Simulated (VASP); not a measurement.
# SnO (C2/m) in VASP: single point with LDA

Aim: the single point of SnO with LDA.

All numbers are computed with VASP 6.6.1; they aren't measurements. Logs are shortened: lines on timing, memory, paths and dates and some standing lists are left out, and cuts for length are marked.

**1. The cell of the first run**

Symmetry: C2/m, No. 12, monoclinic system. Conventional cell: a = 5.431 Å, b = 5.323 Å, c = 4.836 Å, α = 90.00°, β = 91.61°, γ = 90.00°. Within 2.9 Å of Sn (site symmetry m) lie 4 O at 2.20 to 2.24 Å. Within 2.9 Å of O (site symmetry 2) lie 4 Sn at 2.20 to 2.24 Å and 4 O at 2.66 to 2.72 Å.

**2. Single point, LDA (equal xy, yz and zx shear strains of +2 %)**

Contents of INCAR:

```
SYSTEM = SnO
PREC = Accurate ; ENCUT = 520
EDIFF = 1E-6 ; ISMEAR = -1
SIGMA = 0.02 ; LREAL = .False.
LASPH = .True. ; NELM = 80
ALGO = Normal ; ISIF = 2
LWAVE = .False. ; LCHARG = .True.
LELF = .True. ; LVHAR = .True.
NBANDS = 28
```

Contents of KPOINTS:

```
Automatic mesh
0
Gamma
  6 6 5
  0 0 0
```

Contents of POSCAR:

```
SnO
1.0
    3.8020000000      0.0380200000      0.0380200000
    0.0380200000      3.8020000000      0.0380200000
    0.0483600000      0.0483600000      4.8360000000
Sn O
2 2
Direct
    0.0000000000      0.5000000000      0.2385000000
    0.5000000000      0.0000000000      0.7615000000
    0.0000000000      0.0000000000      0.0000000000
    0.5000000000      0.5000000000      0.0000000000
```

Potentials or basis: VASP PAW LDA potentials, release 64 (Sn_d, O).

On the command line:

```console
> cat potpaw_LDA.64/Sn_d/POTCAR potpaw_LDA.64/O/POTCAR > POTCAR
> mpirun -np 1 vasp_std > vasp.out
```

OUTCAR:

```text
SYSTEM = SnO
   PREC = Accurate
   ENCUT = 520
   EDIFF = 1E-6
   ISMEAR = -1
   LREAL = .False.
   LASPH = .True.
   NELM = 80
   ISIF = 2

 ion  position               nearest neighbor table
   1  0.000  0.500  0.239-   3 2.20   4 2.20   3 2.24   4 2.24   2 3.51   2 3.52   2 3.52   2 3.61
                             2 3.66   2 3.67   2 3.67
   2  0.500  0.000  0.761-   4 2.20   3 2.20   3 2.24   4 2.24   1 3.51   1 3.52   1 3.52   1 3.61
                             1 3.66   1 3.67   1 3.67
   3  0.000  0.000  0.000-   2 2.20   1 2.20   1 2.24   2 2.24
   4  0.500  0.500  0.000-   2 2.20   1 2.20   2 2.24   1 2.24

  LATTYP: Found a base centered monoclinic cell.
 ALAT       =     5.4311406981
 B/A-ratio  =     0.9801019455
 C/A-ratio  =     0.8905097188
 COS(beta)  =    -0.0281386778

  Lattice vectors:

 A1 = (  -3.8020000000,  -0.0380200000,  -0.0380200000)
 A2 = (  -0.0380200000,  -3.8020000000,  -0.0380200000)
 A3 = (   0.0483600000,   0.0483600000,   4.8360000000)

Analysis of symmetry for initial positions (statically):
=====================================================================
 Subroutine PRICEL returns:
 Original cell was already a primitive cell.

 Routine SETGRP: Setting up the symmetry group for a
 base centered monoclinic supercell.

 Subroutine GETGRP returns: Found  4 space group operations
 (whereof  2 operations were pure point group operations)
 out of a pool of  4 trial point group operations.

The static configuration has the point symmetry C_2 .
 The point group associated with its full space group is C_2h.

Analysis of symmetry for dynamics (positions and initial velocities):
=====================================================================
 Subroutine PRICEL returns:
 Original cell was already a primitive cell.

 Routine SETGRP: Setting up the symmetry group for a
 base centered monoclinic supercell.

 Subroutine GETGRP returns: Found  4 space group operations
 (whereof  2 operations were pure point group operations)
 out of a pool of  4 trial point group operations.

The dynamic configuration has the point symmetry C_2 .
 The point group associated with its full space group is C_2h.

 Subroutine INISYM returns: Found  4 space group operations
 (whereof  2 operations are pure point group operations),
 and found     1 'primitive' translations

----------------------------------------------------------------------------------------

                                     Primitive cell

  volume of cell :      69.8845

  direct lattice vectors                    reciprocal lattice vectors
     3.802000000  0.038020000  0.038020000     0.263071557 -0.002604669 -0.002604669
     0.038020000  3.802000000  0.038020000    -0.002604669  0.263071557 -0.002604669
     0.048360000  0.048360000  4.836000000    -0.002047757 -0.002047757  0.206823420

  length of vectors
     3.802380181  3.802380181  4.836483576     0.263097344  0.263097344  0.206843694

  position of ions in fractional coordinates (direct lattice)
     1.000000000  0.500000000  0.238500000
     0.500000000  1.000000000  0.761500000
     0.000000000  0.000000000  0.000000000
     0.500000000  0.500000000  0.000000000

  ion indices of the primitive-cell ions
   primitive index   ion index
                 1           1
                 2           2
                 3           3
                 4           4

----------------------------------------------------------------------------------------

 KPOINTS: Automatic mesh

Automatic generation of k-mesh.
 Grid dimensions read from file:
 generate k-points for:    6    6    5

 Generating k-lattice:

  Cartesian coordinates                     Fractional coordinates (reciprocal lattice)
     0.043845259 -0.000434111 -0.000434111     0.166666667 -0.000000000 -0.000000000
    -0.000434111  0.043845259 -0.000434111    -0.000000000  0.166666667 -0.000000000
    -0.000409551 -0.000409551  0.041364684     0.000000000  0.000000000  0.200000000

  Length of vectors
     0.043849557  0.043849557  0.041368739

  Shift w.r.t. Gamma in fractional coordinates (k-lattice)
     0.000000000  0.000000000  0.000000000

 Subroutine IBZKPT returns following result:
 ===========================================

 Found     55 irreducible k-points:

 Following reciprocal coordinates:
            Coordinates               Weight
  0.000000  0.000000  0.000000      1.000000
  0.166667  0.000000 -0.000000      4.000000
  0.333333  0.000000  0.000000      4.000000
  0.500000  0.000000 -0.000000      2.000000
  0.166667  0.166667  0.000000      2.000000
  0.333333  0.166667  0.000000      4.000000
[... 16 lines left out ...]
 -0.333333  0.166667  0.200000      4.000000
 -0.166667  0.166667  0.200000      4.000000
 [... further k-points ...]
   k-points           NKPTS =     55   k-points in BZ     NKDIM =     55   number of bands    NBANDS=     28
   number of dos      NEDOS =    301   number of ions     NIONS =      4
   total plane-waves  NPLWV =  28224
   dimension x,y,z NGX =    28 NGY =   28 NGZ =   36
   dimension x,y,z NGXF=    56 NGYF=   56 NGZF=   72
   ions per type =               2   2
   NGX,Y,Z   is equivalent  to a cutoff of  12.24, 12.24, 12.37 a.u.
   NGXF,Y,Z  is equivalent  to a cutoff of  24.48, 24.48, 24.75 a.u.
 SYSTEM =  SnO
   PREC   = accura    normal or accurate (medium, high low for compatibility)
   ISTART =      0    job   : 0-new  1-cont  2-samecut
   ICHARG =      2    charge: 1-file 2-atom 10-const
   ISPIN  =      1    spin polarized calculation?
   LNONCOLLINEAR =      F non collinear calculations
   LSORBIT =      F    spin-orbit coupling
   LASPH  =      T    aspherical Exc in radial PAW
   ENCUT  =  520.0 eV  38.22 Ry    6.18 a.u.   7.07  7.07  8.99*2*pi/ulx,y,z
   NELM   =     80;   NELMIN=  2; NELMDL= -5     # of ELM steps
   EDIFF  = 0.1E-05   stopping-criterion for ELM
   LREAL  =      F    real-space projection
   EDIFFG = 0.1E-04   stopping-criterion for IOM
   NSW    =      0    number of steps for IOM
   IBRION =     -1    ionic relax: 0-MD 1-quasi-New 2-CG
   NFREE  =      0    steps in history (QN), initial steepest desc. (CG)
   ISIF   =      2    stress and relaxation
   ISYM   =      2    0-nonsym 1-usesym 2-fastsym
   POTIM  = 0.5000    time-step for ionic-motion
   TEBEG  =    0.0;   TEEND  =   0.0 temperature during run
   PSTRESS=    0.0 pullay stress
   NELECT =      40.0000    total number of electrons
   NUPDOWN=      -1.0000    fix difference up-down
   EMIN   =  10.00;   EMAX   =-10.00  energy-range for DOS
   EFERMI =   0.00;   METHOD = LEGACY
   ISMEAR =    -1;   SIGMA  =   0.02  broadening in eV -4-tet -1-fermi 0-gaus
   EFERMI_NEDOS =   21; number of points for ismear=-14 and -15
   IALGO  =     38    algorithm
   IMIX   =      4    mixing-type and parameters
     AMIX     =   0.40;   BMIX     =  1.00
     AMIX_MAG =   1.60;   BMIX_MAG =  1.00
  volume/ion in A,a.u.               =      17.47       117.90
  Fermi-wavevector in a.u.,A,eV,Ry     =   1.359256  2.568621 25.137795  1.847576
  Thomas-Fermi vector in A             =   2.486019
   LORBIT       =      0    0 simple, 1 ext, 2 COOP (PROOUT), +10 PAW based schemes
   GGA     = CA    functional components
   LHFCALC =     F    Hartree Fock is set to
   AEXX    =    0.0000 exact exchange contribution
   IVDW    =     0    specifies the selected vdW correction
   LEPSILON=     F    determine dielectric tensor
   LRPA    =     F    only Hartree local field effects (RPA)
 non-spin polarized calculation
  energy-cutoff  :      520.00
  volume of cell :       69.88
 maximum number of plane-waves:      1900
   NGX = 15   NGY = 15   NGZ = 17

 number of electron      39.9999997 magnetization

 Free energy of the ion-electron system (eV)
  ---------------------------------------------------
  ext. energy  EPLUGINS =         0.00000000
  ---------------------------------------------------
  free energy    TOTEN  =       -25.69327775 eV

  energy without entropy =      -25.69303434  energy(sigma->0) =      -25.69315605

 E-fermi :   6.8898     XC(G=0): -10.6794

 val. band max:        6.8520063111   @ k =   0.0000   0.0000   0.0000
 cond. band min:       6.9273443135   @ k =   0.5000   0.5000  -0.0000
 fundamental gap:      0.0753380024
 Fermi energy:         6.8898192534

 k-point     1 :       0.0000    0.0000    0.0000
  band No.  band energies     occupation
      1     -14.9946      2.00000
      2     -14.5793      2.00000
      3     -14.5668      2.00000
      4     -14.5643      2.00000
      5     -14.5154      2.00000
      6     -14.5139      2.00000
[... 20 lines left out ...]
     27      13.6565      0.00000
     28      14.0616      0.00000

 k-point     2 :       0.1667    0.0000   -0.0000
  band No.  band energies     occupation
      1     -14.9797      2.00000
      2     -14.5850      2.00000
      3     -14.5706      2.00000
      4     -14.5581      2.00000
      5     -14.5276      2.00000
      6     -14.5173      2.00000
[... 20 lines left out ...]
     27      13.9327      0.00000
     28      15.8872      0.00000

 k-point     3 :       0.3333    0.0000    0.0000
  band No.  band energies     occupation
      1     -14.9386      2.00000
      2     -14.7345      2.00000
      3     -14.5517      2.00000
      4     -14.5435      2.00000
      5     -14.5256      2.00000
      6     -14.5235      2.00000
[... 20 lines left out ...]
     27      14.4126      0.00000
     28      17.0516      0.00000

 k-point     4 :       0.5000    0.0000   -0.0000
  band No.  band energies     occupation
      1     -14.8743      2.00000
      2     -14.8507      2.00000
      3     -14.5337      2.00000
      4     -14.5319      2.00000
      5     -14.5288      2.00000
      6     -14.5279      2.00000
[... 578 lines left out ...]
     27      15.2716      0.00000
     28      15.3832      0.00000

 k-point    23 :      -0.3333    0.1667    0.2000
  band No.  band energies     occupation
      1     -14.9407      2.00000
      2     -14.7734      2.00000
      3     -14.5526      2.00000
      4     -14.5393      2.00000
      5     -14.5329      2.00000
      6     -14.5131      2.00000
[... 20 lines left out ...]
     27      15.2840      0.00000
     28      15.8568      0.00000

 k-point    24 :      -0.1667    0.1667    0.2000
  band No.  band energies     occupation
      1     -14.9673      2.00000
      2     -14.6430      2.00000
      3     -14.5623      2.00000
      4     -14.5521      2.00000
      5     -14.5450      2.00000
      6     -14.5095      2.00000
[... 20 lines left out ...]
     27      15.1398      0.00000
     28      16.6357      0.00000

 [... further k-points ...]
[... 5 lines left out ...]
  --------------------------------------------------------------------------------------
  -------------------------------------------------------------------------------------
  Total       -1.0772818     -1.0772818     -1.0161704     -0.7187343     -0.4448777     -0.4448778
  in kB      -24.6978326    -24.6978326    -23.2967886    -16.4777492    -10.1992938    -10.1992967
  external PRESSURE =     -24.2308179 kB  Pullay stress =       0.0000000 kB

 VOLUME and BASIS-vectors are now :
 -----------------------------------------------------------------------------
  energy-cutoff  :      520.00
  volume of cell :       69.88
      direct lattice vectors                 reciprocal lattice vectors
     3.802000000  0.038020000  0.038020000     0.263071557 -0.002604669 -0.002604669
     0.038020000  3.802000000  0.038020000    -0.002604669  0.263071557 -0.002604669
     0.048360000  0.048360000  4.836000000    -0.002047757 -0.002047757  0.206823420

 POSITION                                       TOTAL-FORCE (eV/Angst)
 -----------------------------------------------------------------------------------
      0.03054      1.91253      1.17240        -0.110432     -0.110432     -0.136533
      1.93783      0.05584      3.70162         0.110432      0.110432      0.136533
      0.00000      0.00000      0.00000        -0.063665      0.063665      0.000000
      1.92001      1.92001      0.03802         0.063665     -0.063665     -0.000000
 -----------------------------------------------------------------------------------
    total drift:                                0.000000      0.000000      0.000000

  FREE ENERGIE OF THE ION-ELECTRON SYSTEM (eV)
  ---------------------------------------------------
  free  energy   TOTEN  =       -25.6932777528 eV

  energy  without entropy=      -25.6930343384  energy(sigma->0) =      -25.69315605
```

Wall time 70 s (1 thread of Intel Xeon Platinum 8488C (Sapphire Rapids), shared host); peak memory 0.2 GiB.

What came out:

* Free energy: -25.6933 eV
* Pressure: -2.4 GPa
* Largest force: 0.207 eV/Å
* Band gap on the k mesh: 0.08 eV (least direct gap 1.91 eV)

Forces in eV/Å, atoms in the order of the input:
```
Sn  -0.110 -0.110 -0.137
Sn   0.110  0.110  0.137
O   -0.064  0.064  0.000
O    0.064 -0.064  0.000
```

Stress tensor (GPa, compression positive):
```
-2.47 -1.65 -1.02
-1.65 -2.47 -1.02
-1.02 -1.02 -2.33
```

Levels at points of the mesh, in eV from the valence-band top:
```tsv
k point	band 16	band 17	band 18	band 19	band 20	band 21	band 22	band 23	band 24	band 25
(0.00, 0.00, 0.00)	-6.28	-3.45	-3.28	-3.00	0.00	2.08	4.24	4.63	4.75	5.56
(0.50, 0.00, 0.00)	-5.00	-4.86	-4.82	-2.73	-2.64	3.06	3.26	5.76	5.85	5.91
(0.50, 0.50, 0.00)	-5.11	-2.56	-2.37	-1.91	-1.84	0.08	0.11	4.33	4.48	7.16
```

Caveat: the cell differs from its parent crystal (equal xy, yz and zx shear strains of +2 %); spin-orbit coupling is left out, which moves the levels of the heavy elements; an odd mesh through Γ misses points on the zone boundary, where band edges can lie.
